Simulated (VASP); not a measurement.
Here is a VASP 6.6.1 calculation.

The input INCAR:

```
  PREC = Accurate
  ENCUT = 600
  EDIFF = 1E-6
  ISMEAR = 1
  SIGMA = 0.3
  LREAL = False
  LASPH = True
  NELM = 120
  ALGO = Normal
  ISIF = 2
  LWAVE = False
  LCHARG = False
  GGA = CA
  NBANDS = 10
  GGA_COMPAT = False
```

The input KPOINTS:

```
Automatic mesh
0
Gamma
  16 16 16
```

POSCAR

```
Fe
1.0
   -1.3498227879      1.3498227879      1.3498227879
    1.3498227879     -1.3498227879      1.3498227879
    1.3498227879      1.3498227879     -1.3498227879
Fe
1
Direct
    0.0000000000      0.0000000000      0.0000000000
```

Potentials or basis: VASP PAW LDA potentials, release 64 (Fe).

Command:

```console
$ cat potpaw_LDA.64/Fe/POTCAR > POTCAR
$ mpirun -np 1 vasp_std > vasp.out
```

Task: Estimate the band gap on the k mesh.

Result: Zero (band 4 reaches 8.50 eV, above the bottom of band 5 at 6.21 eV).

Task: Estimate the pressure.

Result: -1.3 GPa.

Caveat: the run has no spin polarisation, though such a crystal can be magnetic. Spin polarisation is off, so any magnetic state and its effect on volume and gap are missing.
